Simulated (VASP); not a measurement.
# BeS (F-43m) in VASP: a series of runs

BeS is run at these levels: r2SCAN; tasks: single point.

Program: VASP 6.6.1. These are calculated values, not measurements. Logs are shortened: lines on timing, memory, paths and dates and some standing lists are left out, and cuts for length are marked.

## 1. The cell of the first run

Symmetry: F-43m, No. 216, cubic system. Conventional cell: a = 4.674 Å, b = 4.674 Å, c = 4.674 Å, α = 90.00°, β = 90.00°, γ = 90.00°. Be (site symmetry -43m) has 4 S at 2.02 Å within 2.7 Å. Within 2.7 Å of S (site symmetry -43m) lie 4 Be at 2.02 Å.

## 2. Single point, r2SCAN (strain -4.0%)

File POSCAR:

```
BeS
1.0
    0.0000000000      2.3369339811      2.3369339811
    2.3369339811      0.0000000000      2.3369339811
    2.3369339811      2.3369339811      0.0000000000
Be S
1 1
Direct
    0.0000000000      0.0000000000      0.0000000000
    0.2500000000      0.2500000000      0.2500000000
```

File INCAR.step1:

```
SYSTEM = BeS
PREC = Accurate
ENCUT = 520
ISMEAR = 0
SIGMA = 0.01
LREAL = .False.
LASPH = .True.
NELM = 60
NBANDS = 11
GGA = PE
ALGO = Normal
EDIFF = 1E-4
LWAVE = .True.
LCHARG = .False.
```

File INCAR.step2:

```
SYSTEM = BeS
PREC = Accurate
ENCUT = 520
EDIFF = 1E-7
ISMEAR = 0
SIGMA = 0.01
LREAL = .False.
LASPH = .True.
NELM = 60
ALGO = Normal
ISIF = 2
LWAVE = .False.
LCHARG = .False.
METAGGA = R2SCAN
LMIXTAU = .True.
NBANDS = 11
ISTART = 1
```

File KPOINTS:

```
Automatic mesh
0
Gamma
  10 10 10
  0 0 0
```

Potentials or basis: VASP PAW PBE potentials, release 64 (Be, S).

Launch:

```sh
> cat potpaw_PBE.64/Be/POTCAR potpaw_PBE.64/S/POTCAR > POTCAR
> cp INCAR.step1 INCAR
> mpirun -np 1 vasp_std > vasp.out
> cp INCAR.step2 INCAR
> mpirun -np 1 vasp_std > vasp.out
```

OUTCAR:

```text
SYSTEM = BeS
   PREC = Accurate
   ENCUT = 520
   EDIFF = 1E-7
   ISMEAR = 0
   LREAL = .False.
   LASPH = .True.
   NELM = 60
   ISIF = 2
   METAGGA = R2SCAN
   ISTART = 1

 ion  position               nearest neighbor table
   1  0.000  0.000  0.000-   2 2.02   2 2.02   2 2.02   2 2.02
   2  0.250  0.250  0.250-   1 2.02   1 2.02   1 2.02   1 2.02

  LATTYP: Found a face centered cubic cell.
 ALAT       =     4.6738679622

  Lattice vectors:

 A1 = (   0.0000000000,   2.3369339811,   2.3369339811)
 A2 = (   2.3369339811,   0.0000000000,   2.3369339811)
 A3 = (   2.3369339811,   2.3369339811,   0.0000000000)

Analysis of symmetry for initial positions (statically):
=====================================================================
 Subroutine PRICEL returns:
 Original cell was already a primitive cell.

 Routine SETGRP: Setting up the symmetry group for a
 face centered cubic supercell.

 Subroutine GETGRP returns: Found 24 space group operations
 (whereof 24 operations were pure point group operations)
 out of a pool of 48 trial point group operations.

The static configuration has the point symmetry T_d .

Analysis of symmetry for dynamics (positions and initial velocities):
=====================================================================
 Subroutine PRICEL returns:
 Original cell was already a primitive cell.

 Routine SETGRP: Setting up the symmetry group for a
 face centered cubic supercell.

 Subroutine GETGRP returns: Found 24 space group operations
 (whereof 24 operations were pure point group operations)
 out of a pool of 48 trial point group operations.

The dynamic configuration has the point symmetry T_d .

 Subroutine INISYM returns: Found 24 space group operations
 (whereof 24 operations are pure point group operations),
 and found     1 'primitive' translations

----------------------------------------------------------------------------------------

                                     Primitive cell

  volume of cell :      25.5252

  direct lattice vectors                    reciprocal lattice vectors
     0.000000000  2.336933981  2.336933981    -0.213955552  0.213955552  0.213955552
     2.336933981  0.000000000  2.336933981     0.213955552 -0.213955552  0.213955552
     2.336933981  2.336933981  0.000000000     0.213955552  0.213955552 -0.213955552

  length of vectors
     3.304923730  3.304923730  3.304923730     0.370581887  0.370581887  0.370581887

  position of ions in fractional coordinates (direct lattice)
     0.000000000  0.000000000  0.000000000
     0.250000000  0.250000000  0.250000000

  ion indices of the primitive-cell ions
   primitive index   ion index
                 1           1
                 2           2

----------------------------------------------------------------------------------------

 KPOINTS: Automatic mesh

Automatic generation of k-mesh.
 Grid dimensions read from file:
 generate k-points for:   10   10   10

 Generating k-lattice:

  Cartesian coordinates                     Fractional coordinates (reciprocal lattice)
    -0.021395555  0.021395555  0.021395555     0.100000000  0.000000000  0.000000000
     0.021395555 -0.021395555  0.021395555     0.000000000  0.100000000  0.000000000
     0.021395555  0.021395555 -0.021395555     0.000000000  0.000000000  0.100000000

  Length of vectors
     0.037058189  0.037058189  0.037058189

  Shift w.r.t. Gamma in fractional coordinates (k-lattice)
     0.000000000  0.000000000  0.000000000

 Subroutine IBZKPT returns following result:
 ===========================================

 Found     47 irreducible k-points:

 Following reciprocal coordinates:
            Coordinates               Weight
  0.000000  0.000000  0.000000      1.000000
  0.100000  0.000000  0.000000      8.000000
  0.200000  0.000000  0.000000      8.000000
  0.300000  0.000000  0.000000      8.000000
  0.400000  0.000000  0.000000      8.000000
  0.500000  0.000000  0.000000      4.000000
[... 16 lines left out ...]
  0.300000  0.300000  0.000000      6.000000
  0.400000  0.300000  0.000000     24.000000
 [... further k-points ...]
   k-points           NKPTS =     47   k-points in BZ     NKDIM =     47   number of bands    NBANDS=     11
   number of dos      NEDOS =    301   number of ions     NIONS =      2
   total plane-waves  NPLWV =  21952
   dimension x,y,z NGX =    28 NGY =   28 NGZ =   28
   dimension x,y,z NGXF=    56 NGYF=   56 NGZF=   56
   ions per type =               1   1
   NGX,Y,Z   is equivalent  to a cutoff of  14.08, 14.08, 14.08 a.u.
   NGXF,Y,Z  is equivalent  to a cutoff of  28.17, 28.17, 28.17 a.u.
 SYSTEM =  BeS
   PREC   = accura    normal or accurate (medium, high low for compatibility)
   ISTART =      1    job   : 0-new  1-cont  2-samecut
   ICHARG =      0    charge: 1-file 2-atom 10-const
   ISPIN  =      1    spin polarized calculation?
   LNONCOLLINEAR =      F non collinear calculations
   LSORBIT =      F    spin-orbit coupling
   LASPH  =      T    aspherical Exc in radial PAW
   ENCUT  =  520.0 eV  38.22 Ry    6.18 a.u.   6.14  6.14  6.14*2*pi/ulx,y,z
   NELM   =     60;   NELMIN=  2; NELMDL=  0     # of ELM steps
   EDIFF  = 0.1E-06   stopping-criterion for ELM
   LREAL  =      F    real-space projection
   EDIFFG = 0.1E-05   stopping-criterion for IOM
   NSW    =      0    number of steps for IOM
   IBRION =     -1    ionic relax: 0-MD 1-quasi-New 2-CG
   NFREE  =      0    steps in history (QN), initial steepest desc. (CG)
   ISIF   =      2    stress and relaxation
   ISYM   =      2    0-nonsym 1-usesym 2-fastsym
   POTIM  = 0.5000    time-step for ionic-motion
   TEBEG  =    0.0;   TEEND  =   0.0 temperature during run
   PSTRESS=    0.0 pullay stress
   NELECT =       8.0000    total number of electrons
   NUPDOWN=      -1.0000    fix difference up-down
   EMIN   =  10.00;   EMAX   =-10.00  energy-range for DOS
   EFERMI =   0.00;   METHOD = LEGACY
   ISMEAR =     0;   SIGMA  =   0.01  broadening in eV -4-tet -1-fermi 0-gaus
   EFERMI_NEDOS =   21; number of points for ismear=-14 and -15
   IALGO  =     38    algorithm
   IMIX   =      4    mixing-type and parameters
     AMIX     =   0.40;   BMIX     =  1.00
     AMIX_MAG =   1.60;   BMIX_MAG =  1.00
  volume/ion in A,a.u.               =      12.76        86.13
  Fermi-wavevector in a.u.,A,eV,Ry     =   1.112026  2.101425 16.824998  1.236602
  Thomas-Fermi vector in A             =   2.248596
   LORBIT       =      0    0 simple, 1 ext, 2 COOP (PROOUT), +10 PAW based schemes
   METAGGA = R2SCAN    functional components
   LHFCALC =     F    Hartree Fock is set to
   AEXX    =    0.0000 exact exchange contribution
   IVDW    =     0    specifies the selected vdW correction
   LEPSILON=     F    determine dielectric tensor
   LRPA    =     F    only Hartree local field effects (RPA)
 non-spin polarized calculation
 Gauss-broadening in eV      SIGMA  =   0.01
  energy-cutoff  :      520.00
  volume of cell :       25.53
 maximum number of plane-waves:       701
 NGX is ok and might be reduce to    28
   NGX = 13   NGY = 13   NGZ = 13

 number of electron       7.9999999 magnetization

 Free energy of the ion-electron system (eV)
  ---------------------------------------------------
  ext. energy  EPLUGINS =         0.00000000
  ---------------------------------------------------
  free energy    TOTEN  =       -14.63854265 eV

  energy without entropy =      -14.63854265  energy(sigma->0) =      -14.63854265

 E-fermi :   5.2785     XC(G=0): -10.6759

 val. band max:        5.1942118872   @ k =   0.0000   0.0000   0.0000
 cond. band min:       8.4853617748   @ k =   0.5000   0.5000   0.0000
 fundamental gap:      3.2911498876
 Fermi energy:         5.2785117567

 k-point     1 :       0.0000    0.0000    0.0000
  band No.  band energies     occupation
      1      -9.9350      2.00000
      2       5.1942      2.00000
      3       5.1942      2.00000
      4       5.1942      2.00000
      5      11.3509      0.00000
      6      11.3509      0.00000
      7      11.3509      0.00000
      8      12.9288      0.00000
      9      18.8190      0.00000
     10      18.8190      0.00000
     11      22.0334      0.00000

 k-point     2 :       0.1000    0.0000    0.0000
  band No.  band energies     occupation
      1      -9.7975      2.00000
      2       4.2651      2.00000
      3       5.0326      2.00000
      4       5.0326      2.00000
      5      11.5441      0.00000
      6      11.6405      0.00000
      7      11.6405      0.00000
      8      13.6848      0.00000
      9      18.2751      0.00000
     10      18.2751      0.00000
     11      21.7187      0.00000

 k-point     3 :       0.2000    0.0000    0.0000
  band No.  band energies     occupation
      1      -9.4024      2.00000
      2       2.3864      2.00000
      3       4.6699      2.00000
      4       4.6699      2.00000
      5      11.6716      0.00000
      6      12.2040      0.00000
      7      12.2040      0.00000
      8      15.3962      0.00000
      9      17.7539      0.00000
     10      17.7539      0.00000
     11      21.2190      0.00000

 k-point     4 :       0.3000    0.0000    0.0000
  band No.  band energies     occupation
      1      -8.8156      2.00000
      2       0.4846      2.00000
      3       4.3041      2.00000
      4       4.3041      2.00000
      5      11.7021      0.00000
      6      12.4479      0.00000
      7      12.4479      0.00000
      8      16.9098      0.00000
      9      18.3407      0.00000
     10      18.3407      0.00000
     11      21.1868      0.00000
[... 239 lines left out ...]
 k-point    22 :      -0.2000    0.2000    0.0000
  band No.  band energies     occupation
      1      -8.6170      2.00000
      2       0.9107      2.00000
      3       2.4131      2.00000
      4       4.3761      2.00000
      5      12.2244      0.00000
      6      13.0055      0.00000
      7      13.5539      0.00000
      8      15.3797      0.00000
      9      16.4202      0.00000
     10      21.6128      0.00000
     11      22.5367      0.00000

 k-point    23 :       0.3000    0.3000    0.0000
  band No.  band energies     occupation
      1      -8.4408      2.00000
      2       1.3483      2.00000
      3       2.8406      2.00000
      4       2.8406      2.00000
      5       9.6431      0.00000
      6      11.6020      0.00000
      7      16.1394      0.00000
      8      16.1394      0.00000
      9      19.7324      0.00000
     10      20.8943      0.00000
     11      25.0652      0.00000

 k-point    24 :       0.4000    0.3000    0.0000
  band No.  band energies     occupation
      1      -7.9648      2.00000
      2       0.4475      2.00000
      3       2.2822      2.00000
      4       2.5812      2.00000
      5       9.6009      0.00000
      6      11.4676      0.00000
      7      16.7826      0.00000
      8      16.8071      0.00000
      9      21.4427      0.00000
     10      21.7769      0.00000
     11      24.3246      0.00000

 [... further k-points ...]
[... 5 lines left out ...]
  --------------------------------------------------------------------------------------
  -------------------------------------------------------------------------------------
  Total        2.4325374      2.4325374      2.4325374     -0.0000000      0.0000000      0.0000000
  in kB      152.6865493    152.6865493    152.6865493     -0.0000000      0.0000000      0.0000000
  external PRESSURE =     152.6865493 kB  Pullay stress =       0.0000000 kB

 VOLUME and BASIS-vectors are now :
 -----------------------------------------------------------------------------
  energy-cutoff  :      520.00
  volume of cell :       25.53
      direct lattice vectors                 reciprocal lattice vectors
     0.000000000  2.336933981  2.336933981    -0.213955552  0.213955552  0.213955552
     2.336933981  0.000000000  2.336933981     0.213955552 -0.213955552  0.213955552
     2.336933981  2.336933981  0.000000000     0.213955552  0.213955552 -0.213955552

 POSITION                                       TOTAL-FORCE (eV/Angst)
 -----------------------------------------------------------------------------------
      0.00000      0.00000      0.00000        -0.000000     -0.000000     -0.000000
      1.16847      1.16847      1.16847         0.000000      0.000000      0.000000
 -----------------------------------------------------------------------------------
    total drift:                               -0.000000     -0.000000     -0.000000

  FREE ENERGIE OF THE ION-ELECTRON SYSTEM (eV)
  ---------------------------------------------------
  free  energy   TOTEN  =       -14.6385426482 eV

  energy  without entropy=      -14.6385426482  energy(sigma->0) =      -14.63854265
```

Wall time 1.9 min (1 thread of AMD EPYC 7R13 (Zen 3), shared host); peak memory 0.13 GiB.

Results:

```yaml
Free_energy: -14.6385 eV
Pressure: 15.3 GPa
Band_gap_on_the_k_mesh: 3.29 eV, indirect (least direct gap 6.16 eV)
```

Levels at points of the mesh, in eV from the valence-band top:
```csv
k point,band 1,band 2,band 3,band 4,band 5,band 6,band 7,band 8
"(0.00, 0.00, 0.00)",-15.13,0.00,0.00,0.00,6.16,6.16,6.16,7.73
"(0.50, 0.00, 0.00)",-13.12,-6.75,-1.23,-1.23,6.50,7.06,7.06,12.60
"(0.50, 0.50, 0.00)",-12.42,-5.82,-3.14,-3.14,3.29,5.24,14.77,14.77
```

Caveat: the cell differs from its parent crystal (strain -4.0%); the PAW data sets were made with another functional, which shifts forces and pressure a little. A k mesh can miss the band edges.

## 3. Single point, r2SCAN (strain -3.0%)

File POSCAR:

```
BeS
1.0
    0.0000000000      2.3612770434      2.3612770434
    2.3612770434      0.0000000000      2.3612770434
    2.3612770434      2.3612770434      0.0000000000
Be S
1 1
Direct
    0.0000000000      0.0000000000      0.0000000000
    0.2500000000      0.2500000000      0.2500000000
```

File INCAR.step1:

```
SYSTEM = BeS
PREC = Accurate ; ENCUT = 520
ISMEAR = 0 ; SIGMA = 0.01
LREAL = .False. ; LASPH = .True.
NELM = 80 ; NBANDS = 11
GGA = PE ; ALGO = Normal
EDIFF = 1E-4 ; LWAVE = .True.
LCHARG = .False.
```

File INCAR.step2:

```
SYSTEM = BeS
PREC = Accurate ; ENCUT = 520
EDIFF = 1E-6 ; ISMEAR = 0
SIGMA = 0.01 ; LREAL = .False.
LASPH = .True. ; NELM = 80
ALGO = Normal ; ISIF = 2
LWAVE = .False. ; LCHARG = .False.
METAGGA = R2SCAN ; LMIXTAU = .True.
NBANDS = 11 ; ISTART = 1
```

File KPOINTS:

```
regular mesh
0
Gamma
  10 10 10
  0 0 0
```

Potentials or basis: VASP PAW PBE potentials, release 64 (Be, S).

Launch:

```sh
> cat potpaw_PBE.64/Be/POTCAR potpaw_PBE.64/S/POTCAR > POTCAR
> cp INCAR.step1 INCAR
> mpirun -np 1 vasp_std > vasp.out
> cp INCAR.step2 INCAR
> mpirun -np 1 vasp_std > vasp.out
```

It used 76 s of CPU time on 1 thread of AMD EPYC 7R13 Processor (Zen 3), with other jobs on the host.

Results (log left out):

* Free energy: -14.7043 eV
* Pressure: 10.9 GPa
* Band gap on the k mesh: 3.38 eV, indirect (least direct gap 6.19 eV)

Levels at points of the mesh, in eV from the valence-band top:
```tsv
k point	band 2	band 3	band 4	band 5	band 6	band 7
(0.00, 0.00, 0.00)	0.00	0.00	0.00	6.19	6.19	6.19
(0.50, 0.00, 0.00)	-6.52	-1.18	-1.18	6.39	7.09	7.09
(0.50, 0.50, 0.00)	-5.64	-3.02	-3.02	3.38	5.29	14.52
```

Caveat: the cell differs from its parent crystal (strain -3.0%); the PAW data sets were made with another functional, which shifts forces and pressure a little. A k mesh can miss the band edges.

[end of part 1 of 2]
